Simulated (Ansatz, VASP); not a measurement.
Al3N: VASP beside Ansatz

```xyz
8
Lattice="5.0772 0.0000 0.0000 0.0000 4.5224 2.5792 0.0000 -4.5224 2.5792" Properties=species:S:1:pos:R:3 pbc="T T T"
Al    3.8899   -3.9510    2.9195
Al    3.8899   -0.5713    2.9195
Al    1.1873    0.5713    2.9195
Al    1.1873    3.9510    2.9195
Al    1.4908   -2.2612    2.7706
Al    3.5864    2.2612    2.7706
N     3.2850   -2.2612    3.4542
N     1.7922    2.2612    3.4542
```

Alike in both runs: functional PBE; k mesh 8 × 8 × 8; occupations gaussian, width 0.1 eV; no spin polarisation.

Ansatz relaxed the structure, and its values are those at the end. VASP's run is a single point on that final structure, the one shown.

```csv
,VASP,Ansatz
version,VASP 6.6.1,Ansatz 0.2.0
potentials or method,"VASP PAW PBE potentials, release 64 (Al, N), cutoff 520 eV","scalar-relativistic, plane waves, PAW"
valence electrons in the cell,28,28
```

|  | VASP | Ansatz | Ansatz less VASP |
| --- | --- | --- | --- |
| gap on the k mesh at the Fermi level (eV) | none | none | - |
| pressure (GPa) | -0.1 | 0.0 | +0.10 |
| rms of the force components (eV/Å) | 0.004 | 0.001 | -0.0030 |

A gap of «none» marks a metal or a gap that the smearing closes. The functional is the same, so the differences come from potentials, cutoffs and numerics.
